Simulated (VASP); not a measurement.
Crystal: WS2.

```xyz
6
Lattice="3.1773 0.0000 0.0000 -1.5887 2.7516 0.0000 0.0000 0.0000 12.8196" Properties=species:S:1:pos:R:3 pbc="T T T"
W     0.0000    1.8344    3.2049
W     1.5887    0.9172    9.6147
S     0.0000    1.8344    8.0315
S     1.5887    0.9172    1.6217
S     0.0000    1.8344   11.1979
S     1.5887    0.9172    4.7881
```

| Item | Value |
| --- | --- |
| Program | VASP 6.6.1 |
| Task | relaxation of shape and atoms at fixed volume |
| Functional | PBEsol |
| Potentials or basis | VASP PAW PBE potentials, release 64 (W_sv, S) |
| Cutoff | 500 eV |
| k mesh | 12 × 12 × 4 |
| Occupations | gaussian, width 0.02 eV |
| Spin | no spin polarisation |

At the start: pressure -4.5 GPa; volume 18.68 Å³/atom.

Task: Where does the relaxation end?

Result: Over 9 steps the energy falls by 6.8 meV/atom; space group P6_3/mmc (No. 194, to 0.1 Å) before and after.

Step by step:
```tsv
step	energy change (eV)	largest force (eV/Å)	pressure (GPa)	volume (Å³)
1	0.0000	0.4976	-4.49	112.08
2	-0.0233	0.0047	-2.08	112.08
3	-0.0234	0.0245	-2.18	112.08
4	-0.0362	0.0056	-1.29	112.08
5	-0.0406	0.0142	-0.32	112.08
6	-0.0407	0.0134	-0.36	112.08
7	-0.0406	0.0127	-0.39	112.08
8	-0.0406	0.0142	-0.52	112.08
9	-0.0407	0.0004	-0.46	112.08
```

Final structure:
```
CELL_PARAMETERS angstrom
3.15090 0.00000 0.00000
-1.57545 2.72876 0.00000
0.00000 0.00000 13.03543
ATOMIC_POSITIONS crystal
W 0.33333 0.66667 0.25000
W 0.66667 0.33333 0.75000
S 0.33333 0.66667 0.62976
S 0.66667 0.33333 0.12976
S 0.33333 0.66667 0.87024
S 0.66667 0.33333 0.37024
```

Where two steps share one volume, the run began anew on that cell with a basis built for it.

Caveat: the PAW data sets were made with another functional, which shifts forces and pressure a little; this functional lacks dispersion, which binds layers or chains, so the pressure and a relaxed spacing across them are unreliable.
